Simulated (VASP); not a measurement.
Ga3HN3: single point with PBE

Ga3HN3, a slab with vacuum:

```
N Ga H
1.0
     3.21651    0.00000    0.00000
     0.00000    3.21651    0.00000
     0.00000    0.00000   21.21981
N Ga H
3 3 1
Direct
  0.00000 0.50000 0.18850
  0.50000 0.00000 0.29569
  0.00000 0.50000 0.40300
  0.50000 0.50000 0.24209
  0.00000 0.00000 0.34710
  0.50000 0.50000 0.45805
  0.87500 0.75000 0.50935
```

| Quantity | Value |
| --- | --- |
| Program | VASP 6.6.1 |
| Task | single point |
| Functional | PBE |
| Potentials or basis | VASP PAW PBE potentials, release 64 (N, Ga_d, H) |
| Cutoff | 520 eV |
| k mesh | 8 × 8 × 1 |
| Occupations | gaussian, width 0.05 eV |
| Spin | collinear spin |
| Starting moments | [0.0, 0.0, 0.0, 0.0, 0.0, 0.0, 1.0] μB |

```yaml
Largest_force: 2.244 eV/Å
Net_moment: 0.11 μB per cell
Site_moments: N -0.03, -0.00, +0.01; Ga -0.00, +0.01, +0.06; H +0.00 μB
Valence_electrons_inside_the_program's_atomic_spheres: N 3.47, 3.72, 3.69; Ga 11.80, 11.81, 11.57; H 0.47
```

Forces in eV/Å, atoms in the order of the input:
```
N    0.011 -0.076  1.514
N    0.039 -0.053  0.775
N    0.347 -0.621 -0.102
Ga   0.007  0.045 -2.244
Ga   0.102  0.142 -0.160
Ga   0.691  0.789  0.239
H   -1.197 -0.226 -0.021
```

Levels at points of the mesh, in eV from the Fermi level:
Spin up:
```tsv
k point	band 24	band 25	band 26	band 27	band 28	band 29	band 30	band 31
(0.00, 0.00, 0.00)	-2.07	-1.91	-0.75	-0.23	0.66	1.09	2.91	4.14
(0.50, 0.00, 0.00)	-2.24	-1.92	-1.74	-0.88	-0.29	1.11	4.31	4.87
(0.00, 0.50, 0.00)	-2.28	-1.97	-1.04	-0.55	-0.29	0.15	3.68	4.73
(0.50, 0.50, 0.00)	-3.83	-2.78	-2.07	-1.20	-0.32	-0.24	0.97	3.83
```
Spin down:
```csv
k point,band 24,band 25,band 26,band 27,band 28,band 29,band 30,band 31
"(0.00, 0.00, 0.00)",-2.06,-1.88,-0.80,-0.26,0.63,1.13,2.92,4.17
"(0.50, 0.00, 0.00)",-2.22,-1.92,-1.75,-0.92,-0.21,1.01,4.34,4.87
"(0.00, 0.50, 0.00)",-2.24,-1.97,-1.25,-0.31,-0.13,0.01,3.75,4.72
"(0.50, 0.50, 0.00)",-3.83,-2.80,-2.03,-1.31,-0.38,0.07,1.06,3.84
```

Wall time 38 min on 1 thread of Oxide Virtual Turin-like Processor, with other jobs on the host, peak memory 0.61 GiB.
